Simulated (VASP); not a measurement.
# AlRu (Pm-3m) in VASP: further runs

AlRu is run at these levels: r2SCAN; tasks: relaxation of the atoms.

All numbers are computed with VASP 6.6.1; they aren't measurements. Logs are shortened: lines on timing, memory, paths and dates and some standing lists are left out, and cuts for length are marked.

**1. The cell of the first run**

The structure is cubic, space group Pm-3m (No. 221). Conventional cell: a = 2.964 Å, b = 2.964 Å, c = 2.964 Å, α = 90.00°, β = 90.00°, γ = 90.00°. Within 3.4 Å of Al (site symmetry m-3m) lie 8 Ru at 2.57 Å and 6 Al at 2.96 Å. Ru (site symmetry m-3m) has 8 Al at 2.57 Å and 6 Ru at 2.96 Å within 3.4 Å.

**2. Relaxation of the atoms, r2SCAN**

Contents of POSCAR:

```
AlRu
1.0
    2.9636207500      0.0000000000      0.0000000000
    0.0000000000      2.9636207500      0.0000000000
    0.0000000000      0.0000000000      2.9636207500
Al Ru
1 1
Direct
    0.0000000000      0.0000000000      0.0000000000
    0.5000000000      0.5000000000      0.5000000000
```

Contents of INCAR.step1:

```
PREC = Accurate
ENCUT = 520
ISMEAR = -1
SIGMA = 0.1
LREAL = F
LASPH = T
NELM = 60
GGA = PE
ALGO = Normal
EDIFF = 1E-4
LWAVE = T
LCHARG = F
```

Contents of INCAR.step2:

```
PREC = Accurate
ENCUT = 520
EDIFF = 1E-6
ISMEAR = -1
SIGMA = 0.1
LREAL = F
LASPH = T
NELM = 60
ALGO = Normal
ISIF = 2
LWAVE = F
LCHARG = F
METAGGA = R2SCAN
LMIXTAU = T
IBRION = 2
NSW = 50
EDIFFG = -0.01
ISTART = 1
```

Contents of KPOINTS:

```
Automatic mesh
0
Gamma
  11 11 11
```

Potentials or basis: VASP PAW PBE potentials, release 64 (Al, Ru_pv).

Run with:

```console
$ cat potpaw_PBE.64/Al/POTCAR potpaw_PBE.64/Ru_pv/POTCAR > POTCAR
$ cp INCAR.step1 INCAR
$ mpirun -np 1 vasp_std > vasp.out
$ cp INCAR.step2 INCAR
$ mpirun -np 1 vasp_std > vasp.out
```

OUTCAR:

```text
PREC = Accurate
   ENCUT = 520
   EDIFF = 1E-6
   ISMEAR = -1
   LREAL = F
   LASPH = T
   NELM = 60
   ISIF = 2
   METAGGA = R2SCAN
   IBRION = 2
   NSW = 50
   EDIFFG = -0.01
   ISTART = 1

 ion  position               nearest neighbor table
   1  0.000  0.000  0.000-   2 2.57   2 2.57   2 2.57   2 2.57   2 2.57   2 2.57   2 2.57   2 2.57

   2  0.500  0.500  0.500-   1 2.57   1 2.57   1 2.57   1 2.57   1 2.57   1 2.57   1 2.57   1 2.57

  LATTYP: Found a simple cubic cell.
 ALAT       =     2.9636207500

  Lattice vectors:

 A1 = (   2.9636207500,   0.0000000000,   0.0000000000)
 A2 = (   0.0000000000,   2.9636207500,   0.0000000000)
 A3 = (   0.0000000000,   0.0000000000,   2.9636207500)

Analysis of symmetry for initial positions (statically):
=====================================================================
 Subroutine PRICEL returns:
 Original cell was already a primitive cell.

 Routine SETGRP: Setting up the symmetry group for a
 simple cubic supercell.

 Subroutine GETGRP returns: Found 48 space group operations
 (whereof 48 operations were pure point group operations)
 out of a pool of 48 trial point group operations.

The static configuration has the point symmetry O_h .

Analysis of symmetry for dynamics (positions and initial velocities):
=====================================================================
 Subroutine PRICEL returns:
 Original cell was already a primitive cell.

 Routine SETGRP: Setting up the symmetry group for a
 simple cubic supercell.

 Subroutine GETGRP returns: Found 48 space group operations
 (whereof 48 operations were pure point group operations)
 out of a pool of 48 trial point group operations.

The dynamic configuration has the point symmetry O_h .

 Subroutine INISYM returns: Found 48 space group operations
 (whereof 48 operations are pure point group operations),
 and found     1 'primitive' translations

----------------------------------------------------------------------------------------

                                     Primitive cell

  volume of cell :      26.0296

  direct lattice vectors                    reciprocal lattice vectors
     2.963620750  0.000000000  0.000000000     0.337425091  0.000000000  0.000000000
     0.000000000  2.963620750  0.000000000     0.000000000  0.337425091  0.000000000
     0.000000000  0.000000000  2.963620750     0.000000000  0.000000000  0.337425091

  length of vectors
     2.963620750  2.963620750  2.963620750     0.337425091  0.337425091  0.337425091

  position of ions in fractional coordinates (direct lattice)
     0.000000000  0.000000000  0.000000000
     0.500000000  0.500000000  0.500000000

  ion indices of the primitive-cell ions
   primitive index   ion index
                 1           1
                 2           2

----------------------------------------------------------------------------------------

 KPOINTS: Automatic mesh

Automatic generation of k-mesh.
 Grid dimensions read from file:
 generate k-points for:   11   11   11

 Generating k-lattice:

  Cartesian coordinates                     Fractional coordinates (reciprocal lattice)
     0.030675008  0.000000000  0.000000000     0.090909091  0.000000000  0.000000000
     0.000000000  0.030675008  0.000000000     0.000000000  0.090909091  0.000000000
     0.000000000  0.000000000  0.030675008     0.000000000  0.000000000  0.090909091

  Length of vectors
     0.030675008  0.030675008  0.030675008

  Shift w.r.t. Gamma in fractional coordinates (k-lattice)
     0.000000000  0.000000000  0.000000000

 Subroutine IBZKPT returns following result:
 ===========================================

 Found     56 irreducible k-points:

 Following reciprocal coordinates:
            Coordinates               Weight
  0.000000  0.000000  0.000000      1.000000
  0.090909  0.000000  0.000000      6.000000
  0.181818  0.000000  0.000000      6.000000
  0.272727  0.000000  0.000000      6.000000
  0.363636  0.000000  0.000000      6.000000
  0.454545  0.000000  0.000000      6.000000
[... 16 lines left out ...]
  0.181818  0.090909  0.090909     24.000000
  0.272727  0.090909  0.090909     24.000000
 [... further k-points ...]
   k-points           NKPTS =     56   k-points in BZ     NKDIM =     56   number of bands    NBANDS=     12
   number of dos      NEDOS =    301   number of ions     NIONS =      2
   total plane-waves  NPLWV =  13824
   dimension x,y,z NGX =    24 NGY =   24 NGZ =   24
   dimension x,y,z NGXF=    48 NGYF=   48 NGZF=   48
   ions per type =               1   1
   NGX,Y,Z   is equivalent  to a cutoff of  13.46, 13.46, 13.46 a.u.
   NGXF,Y,Z  is equivalent  to a cutoff of  26.93, 26.93, 26.93 a.u.
 SYSTEM =  unknown system
   PREC   = accura    normal or accurate (medium, high low for compatibility)
   ISTART =      1    job   : 0-new  1-cont  2-samecut
   ICHARG =      0    charge: 1-file 2-atom 10-const
   ISPIN  =      1    spin polarized calculation?
   LNONCOLLINEAR =      F non collinear calculations
   LSORBIT =      F    spin-orbit coupling
   LASPH  =      T    aspherical Exc in radial PAW
   ENCUT  =  520.0 eV  38.22 Ry    6.18 a.u.   5.51  5.51  5.51*2*pi/ulx,y,z
   NELM   =     60;   NELMIN=  2; NELMDL=  0     # of ELM steps
   EDIFF  = 0.1E-05   stopping-criterion for ELM
   LREAL  =      F    real-space projection
   EDIFFG = -.1E-01   stopping-criterion for IOM
   NSW    =     50    number of steps for IOM
   IBRION =      2    ionic relax: 0-MD 1-quasi-New 2-CG
   NFREE  =      1    steps in history (QN), initial steepest desc. (CG)
   ISIF   =      2    stress and relaxation
   ISYM   =      2    0-nonsym 1-usesym 2-fastsym
   POTIM  = 0.5000    time-step for ionic-motion
   TEBEG  =    0.0;   TEEND  =   0.0 temperature during run
   PSTRESS=    0.0 pullay stress
   NELECT =      17.0000    total number of electrons
   NUPDOWN=      -1.0000    fix difference up-down
   EMIN   =  10.00;   EMAX   =-10.00  energy-range for DOS
   EFERMI =   0.00;   METHOD = LEGACY
   ISMEAR =    -1;   SIGMA  =   0.10  broadening in eV -4-tet -1-fermi 0-gaus
   EFERMI_NEDOS =   21; number of points for ismear=-14 and -15
   IALGO  =     38    algorithm
   IMIX   =      4    mixing-type and parameters
     AMIX     =   0.40;   BMIX     =  1.00
     AMIX_MAG =   1.60;   BMIX_MAG =  1.00
  volume/ion in A,a.u.               =      13.01        87.83
  Fermi-wavevector in a.u.,A,eV,Ry     =   1.420371  2.684112 27.449131  2.017454
  Thomas-Fermi vector in A             =   2.541293
   LORBIT       =      0    0 simple, 1 ext, 2 COOP (PROOUT), +10 PAW based schemes
   METAGGA = R2SCAN    functional components
   LHFCALC =     F    Hartree Fock is set to
   AEXX    =    0.0000 exact exchange contribution
   IVDW    =     0    specifies the selected vdW correction
   LEPSILON=     F    determine dielectric tensor
   LRPA    =     F    only Hartree local field effects (RPA)
 conjugate gradient relaxation of ions
 non-spin polarized calculation
  energy-cutoff  :      520.00
  volume of cell :       26.03
 maximum number of plane-waves:       739
 NGX is ok and might be reduce to    24
   NGX = 11   NGY = 11   NGZ = 11

 number of electron      16.9999997 magnetization

 Free energy of the ion-electron system (eV)
  ---------------------------------------------------
  ext. energy  EPLUGINS =         0.00000000
  ---------------------------------------------------
  free energy    TOTEN  =       -33.62126109 eV

  energy without entropy =      -33.57147790  energy(sigma->0) =      -33.59636949

 E-fermi :  10.9823     XC(G=0): -13.7743

 val. band max:       10.9367161437   @ k =   0.0909   0.0000   0.0000
 cond. band min:      10.9983680628   @ k =   0.3636   0.3636   0.3636
 fundamental gap:      0.0616519191
 Fermi energy:        10.9823310495

 k-point     1 :       0.0000    0.0000    0.0000
  band No.  band energies     occupation
      1     -32.1139      2.00000
      2     -32.1139      2.00000
      3     -32.1139      2.00000
      4       0.6289      2.00000
      5       7.1246      2.00000
      6       7.1246      2.00000
      7      11.1471      0.32272
      8      11.1471      0.32272
      9      11.1471      0.32272
     10      17.6312      0.00000
     11      17.6312      0.00000
     12      17.6312      0.00000

 k-point     2 :       0.0909    0.0000    0.0000
  band No.  band energies     occupation
      1     -32.1347      2.00000
      2     -32.1122      2.00000
      3     -32.1122      2.00000
      4       0.8011      2.00000
      5       7.1824      2.00000
      6       7.1875      2.00000
      7      10.9367      1.22420
      8      10.9367      1.22420
      9      11.1683      0.26946
     10      16.8449      0.00000
     11      17.9685      0.00000
     12      17.9685      0.00000

 k-point     3 :       0.1818    0.0000    0.0000
  band No.  band energies     occupation
      1     -32.1900      2.00000
      2     -32.1074      2.00000
      3     -32.1074      2.00000
      4       1.3039      2.00000
      5       7.2772      2.00000
      6       7.3629      2.00000
      7      10.4435      1.99090
      8      10.4435      1.99090
      9      11.2257      0.16127
     10      15.4058      0.00000
     11      18.8418      0.00000
     12      18.8418      0.00000

 k-point     4 :       0.2727    0.0000    0.0000
  band No.  band energies     occupation
      1     -32.2618      2.00000
      2     -32.1012      2.00000
      3     -32.1012      2.00000
      4       2.0983      2.00000
      5       7.1704      2.00000
      6       7.6100      2.00000
      7       9.9026      1.99996
      8       9.9026      1.99996
      9      11.3023      0.07833
     10      14.2347      0.00000
     11      20.0150      0.00000
     12      20.0150      0.00000

 k-point     5 :       0.3636    0.0000    0.0000
  band No.  band energies     occupation
      1     -32.3273      2.00000
      2     -32.0954      2.00000
      3     -32.0954      2.00000
      4       3.1228      2.00000
      5       6.5965      2.00000
      6       7.8580      2.00000
      7       9.4744      2.00000
      8       9.4744      2.00000
      9      11.3742      0.03895
     10      13.6833      0.00000
     11      19.2745      0.00000
     12      21.3123      0.00000
[... 228 lines left out ...]
      1     -32.3329      2.00000
      2     -32.3324      2.00000
      3     -32.0697      2.00000
      4       4.5209      2.00000
      5       7.5271      2.00000
      6       9.3936      2.00000
      7       9.4643      2.00000
      8       9.6744      2.00000
      9       9.6909      2.00000
     10      12.8600      0.00000
     11      16.9393      0.00000
     12      18.1387      0.00000

 k-point    22 :       0.0909    0.0909    0.0909
  band No.  band energies     occupation
      1     -32.1329      2.00000
      2     -32.1300      2.00000
      3     -32.1300      2.00000
      4       1.1390      2.00000
      5       7.3118      2.00000
      6       7.3118      2.00000
      7      10.6405      1.93652
      8      10.7900      1.74507
      9      10.7900      1.74507
     10      17.3112      0.00000
     11      17.3112      0.00000
     12      17.7325      0.00000

 k-point    23 :       0.1818    0.0909    0.0909
  band No.  band energies     occupation
      1     -32.1860      2.00000
      2     -32.1268      2.00000
      3     -32.1251      2.00000
      4       1.6277      2.00000
      5       7.4298      2.00000
      6       7.4801      2.00000
      7      10.1955      1.99924
      8      10.2601      1.99854
      9      10.8316      1.63739
     10      15.8975      0.00000
     11      18.0739      0.00000
     12      18.3777      0.00000

 k-point    24 :       0.2727    0.0909    0.0909
  band No.  band energies     occupation
      1     -32.2573      2.00000
      2     -32.1202      2.00000
      3     -32.1187      2.00000
      4       2.3966      2.00000
      5       7.3066      2.00000
      6       7.7237      2.00000
      7       9.6738      2.00000
      8       9.8085      1.99998
      9      10.9192      1.30554
     10      14.6142      0.00000
     11      18.8668      0.00000
     12      19.3454      0.00000

 [... further k-points ...]
[... 5 lines left out ...]
  --------------------------------------------------------------------------------------
  -------------------------------------------------------------------------------------
  Total        0.7775963      0.7775963      0.7775963     -0.0000000     -0.0000000     -0.0000000
  in kB       47.8626650     47.8626650     47.8626650     -0.0000000     -0.0000000     -0.0000000
  external PRESSURE =      47.8626650 kB  Pullay stress =       0.0000000 kB

 VOLUME and BASIS-vectors are now :
 -----------------------------------------------------------------------------
  energy-cutoff  :      520.00
  volume of cell :       26.03
      direct lattice vectors                 reciprocal lattice vectors
     2.963620750  0.000000000  0.000000000     0.337425091  0.000000000  0.000000000
     0.000000000  2.963620750  0.000000000     0.000000000  0.337425091  0.000000000
     0.000000000  0.000000000  2.963620750     0.000000000  0.000000000  0.337425091

 POSITION                                       TOTAL-FORCE (eV/Angst)
 -----------------------------------------------------------------------------------
      0.00000      0.00000      0.00000         0.000000      0.000000      0.000000
      1.48181      1.48181      1.48181         0.000000      0.000000      0.000000
 -----------------------------------------------------------------------------------
    total drift:                                0.000000     -0.000000     -0.000000

  FREE ENERGIE OF THE ION-ELECTRON SYSTEM (eV)
  ---------------------------------------------------
  free  energy   TOTEN  =       -33.6212610875 eV

  energy  without entropy=      -33.5714778956  energy(sigma->0) =      -33.59636949

 reached required accuracy - stopping structural energy minimisation
```

Run time: 33 s. Hardware: 1 thread of Intel Xeon Platinum 8259CL at 2.50GHz (Skylake/Cascade Lake), shared host; peak memory 0.15 GiB.

Results:

```yaml
Free_energy: -33.6213 eV
Pressure_after_relaxing: 4.8 GPa
```

Final structure:
```xyz
2
Lattice="2.9636 0.0000 0.0000 0.0000 2.9636 0.0000 0.0000 0.0000 2.9636" Properties=species:S:1:pos:R:3 pbc="T T T"
Al    0.0000    0.0000    0.0000
Ru    1.4818    1.4818    1.4818
```

Caveat: the relaxation stopped at its first step, so nothing moved; the PAW data sets were made with another functional, which shifts forces and pressure a little.

**3. Relaxation of the atoms, r2SCAN**

This run uses another cell than the first one, of 13.28 Å³/atom, 1.020 times its volume.

Contents of POSCAR:

```
AlRu
1.0
    2.9836458200      0.0000000000      0.0000000000
    0.0000000000      2.9836458200      0.0000000000
    0.0000000000      0.0000000000      2.9836458200
Al Ru
1 1
Direct
    0.0000000000      0.0000000000      0.0000000000
    0.5000000000      0.5000000000      0.5000000000
```

Contents of INCAR.step1:

```
ALGO     = Normal         # electronic algorithm
EDIFF    = 1E-4           # SCF threshold, eV
ENCUT    = 520            # plane-wave cutoff, eV
GGA      = PE             # functional
ISMEAR   = -1             # smearing method
LASPH    = True           # aspherical terms in the spheres
LCHARG   = False          # write CHGCAR
LREAL    = False          # projectors in reciprocal space
LWAVE    = True           # write WAVECAR
NELM     = 100            # most SCF steps
PREC     = Accurate       # precision mode
SIGMA    = 0.1            # smearing width, eV
```

Contents of INCAR.step2:

```
ALGO     = Normal         # electronic algorithm
EDIFF    = 1E-7           # SCF threshold, eV
EDIFFG   = -0.01          # ionic threshold
ENCUT    = 520            # plane-wave cutoff, eV
IBRION   = 2              # ionic algorithm
ISIF     = 2              # what is computed and relaxed
ISMEAR   = -1             # smearing method
ISTART   = 1            
LASPH    = True           # aspherical terms in the spheres
LCHARG   = False          # write CHGCAR
LMIXTAU  = True         
LREAL    = False          # projectors in reciprocal space
LWAVE    = False          # write WAVECAR
METAGGA  = R2SCAN         # meta-GGA
NELM     = 100            # most SCF steps
NSW      = 50             # ionic steps
PREC     = Accurate       # precision mode
SIGMA    = 0.1            # smearing width, eV
```

Contents of KPOINTS:

```
k-points
0
Gamma
  11 11 11
```

Potentials or basis: VASP PAW PBE potentials, release 64 (Al, Ru_pv).

Run with:

```console
$ cat potpaw_PBE.64/Al/POTCAR potpaw_PBE.64/Ru_pv/POTCAR > POTCAR
$ cp INCAR.step1 INCAR
$ mpirun -np 1 vasp_std > vasp.out
$ cp INCAR.step2 INCAR
$ mpirun -np 1 vasp_std > vasp.out
```

It took 35 s on 1 thread of Intel Xeon Platinum 8259CL at 2.50GHz (Skylake/Cascade Lake), shared host; peak memory 0.16 GiB.

It converged, with:

| Property | Result |
| --- | --- |
| Free energy | -33.6294 eV |
| Pressure after relaxing | 0.1 GPa |

Final structure:
```cif
data_structure
_symmetry_space_group_name_H-M 'P 1'
_symmetry_Int_Tables_number 1
_cell_length_a 2.9836
_cell_length_b 2.9836
_cell_length_c 2.9836
_cell_angle_alpha 90.000
_cell_angle_beta 90.000
_cell_angle_gamma 90.000
_cell_volume 26.56
loop_
_atom_site_label
_atom_site_type_symbol
_atom_site_fract_x
_atom_site_fract_y
_atom_site_fract_z
_atom_site_occupancy
Al1 Al 0.00000 0.00000 0.00000 1
Ru1 Ru 0.50000 0.50000 0.50000 1
```

Levels at points of the mesh, in eV from the Fermi level:
```
           k point  band 7  band 8  band 9  band 10  band 11  band 12
(0.00, 0.00, 0.00)    0.16    0.16    0.16     6.54     6.54     6.54
```

Caveat: the relaxation stopped at its first step, so nothing moved; the PAW data sets were made with another functional, which shifts forces and pressure a little.

**4. Relaxation of the atoms, r2SCAN**

This run uses another cell than the first one, of 13.55 Å³/atom, 1.041 times its volume.

Contents of POSCAR:

```
AlRu
1.0
    3.0034056400      0.0000000000      0.0000000000
    0.0000000000      3.0034056400      0.0000000000
    0.0000000000      0.0000000000      3.0034056400
Al Ru
1 1
Direct
    0.0000000000      0.0000000000      0.0000000000
    0.5000000000      0.5000000000      0.5000000000
```

Contents of INCAR.step1:

```
  PREC = Accurate
  ENCUT = 520
  ISMEAR = -1
  SIGMA = 0.1
  LREAL = False
  LASPH = True
  NELM = 60
  GGA = PE
  ALGO = Normal
  EDIFF = 1E-4
  LWAVE = True
  LCHARG = False
```

Contents of INCAR.step2:

```
  PREC = Accurate
  ENCUT = 520
  EDIFF = 1E-7
  ISMEAR = -1
  SIGMA = 0.1
  LREAL = False
  LASPH = True
  NELM = 60
  ALGO = Normal
  ISIF = 2
  LWAVE = False
  LCHARG = False
  METAGGA = R2SCAN
  LMIXTAU = True
  IBRION = 2
  NSW = 50
  EDIFFG = -0.01
  ISTART = 1
```

Contents of KPOINTS:

```
Automatic mesh
0
Gamma
  11 11 11
```

Run with:

```console
$ cat potpaw_PBE.64/Al/POTCAR potpaw_PBE.64/Ru_pv/POTCAR > POTCAR
$ cp INCAR.step1 INCAR
$ mpirun -np 1 vasp_std > vasp.out
$ cp INCAR.step2 INCAR
$ mpirun -np 1 vasp_std > vasp.out
```

Wall time 36 s (1 thread of Intel Xeon Platinum 8259CL at 2.50GHz (Skylake/Cascade Lake), shared host); peak memory 0.15 GiB.

It converged, with:

```
Free energy             : -33.6229 eV
Pressure after relaxing : -4.1 GPa
```

Final structure:
```
Al Ru
1.0
     3.00341    0.00000    0.00000
     0.00000    3.00341    0.00000
     0.00000    0.00000    3.00341
Al Ru
1 1
Direct
  0.00000 0.00000 0.00000
  0.50000 0.50000 0.50000
```

Levels at points of the mesh, in eV from the Fermi level:
```tsv
k point	band 7	band 8	band 9	band 10	band 11	band 12
(0.00, 0.00, 0.00)	0.15	0.15	0.15	6.44	6.44	6.44
```

Caveat: the relaxation stopped at its first step, so nothing moved; the PAW data sets were made with another functional, which shifts forces and pressure a little.

**5. The runs side by side**

```csv
cell,gap on the mesh (eV),pressure (GPa)
"atoms relaxed from a = 2.964 Å, 2 atoms",none,4.8
"atoms relaxed from a = 2.984 Å, 2 atoms",none,0.1
"atoms relaxed from a = 3.003 Å, 2 atoms",none,-4.1
```

Alike in all rows: task relaxation of the atoms; level r2SCAN; potentials or basis VASP PAW PBE potentials, release 64 (Al, Ru_pv); no spin polarisation; k mesh 11 × 11 × 11; cutoff (eV) 520; smearing fermi-dirac 0.1 eV.

Caveats: the relaxation stopped at its first step, so nothing moved; the PAW data sets were made with another functional, which shifts forces and pressure a little.

Absolute energies hang on the potentials; compare differences alone.
